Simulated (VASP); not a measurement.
A run of VASP 6.6.1 is set up as follows.

INCAR

```
ALGO = Normal ; EDIFF = 1E-6
ENCUT = 500 ; GGA = PE
GGA_COMPAT = F ; ISIF = 2
ISMEAR = 0 ; LASPH = T
LCHARG = F ; LREAL = F
LWAVE = F ; NBANDS = 11
NELM = 120 ; PREC = Accurate
SIGMA = 0.05
```

The input KPOINTS:

```
k-points
0
Gamma
  10 10 10
```

The input POSCAR:

```
BAs
1.0
    0.0000000000      2.4044111632      2.4044111632
    2.4044111632      0.0000000000      2.4044111632
    2.4044111632      2.4044111632      0.0000000000
B As
1 1
Direct
    0.0000000000      0.0000000000      0.0000000000
    0.7500000000      0.7500000000      0.7500000000
```

Potentials or basis: VASP PAW PBE potentials, release 64 (B, As).

Command:

```sh
$ cat potpaw_PBE.64/B/POTCAR potpaw_PBE.64/As/POTCAR > POTCAR
$ mpirun -np 1 vasp_std > vasp.out
```

Task: What does it give for the band gap on the k mesh?

Result: 1.20 eV, indirect (least direct gap 3.25 eV).

Task: Predict the pressure.

Result: 0.6 GPa.

A k mesh can miss the band edges. As with any semilocal functional, this PBE gap is likely too small.
